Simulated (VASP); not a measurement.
Write the native input for VASP 6.6.1 that does the following.

```yaml
Task: single point
Functional: LDA
Potentials_or_basis: VASP PAW LDA potentials, release 64 (Li_sv)
Cutoff: 520 eV
k_mesh: 9 × 9 × 9
Occupations: gaussian, width 0.1 eV
Spin: no spin polarisation
Dipole_correction: no
Further_INCAR_settings: ALGO = Normal; EDIFF = 1e-07; NBANDS = 8
```

The structure of Li lies in POSCAR:

```
Li
1.0
   -1.6821737181      1.6821737181      1.6821737181
    1.6821737181     -1.6821737181      1.6821737181
    1.6821737181      1.6821737181     -1.6821737181
Li
1
Direct
    0.0000000000      0.0000000000      0.0000000000
```

The input as run:

INCAR

```
PREC = Accurate
ENCUT = 520
EDIFF = 1E-7
ISMEAR = 0
SIGMA = 0.1
LREAL = F
LASPH = T
NELM = 60
ALGO = Normal
ISIF = 2
LWAVE = F
LCHARG = T
GGA = CA
LELF = T
LVHAR = T
NBANDS = 8
```

KPOINTS

```
Automatic mesh
0
Gamma
  9 9 9
```

Potentials or basis: VASP PAW LDA potentials, release 64 (Li_sv).

Run with:

```sh
$ cat potpaw_LDA.64/Li_sv/POTCAR > POTCAR
$ mpirun -np 1 vasp_std > vasp.out
```

Wall time 4 s on 1 thread of Intel(R) Xeon(R) Platinum 8259CL CPU @ 2.50GHz (Skylake/Cascade Lake), with other jobs on the host, peak memory 0.12 GiB.
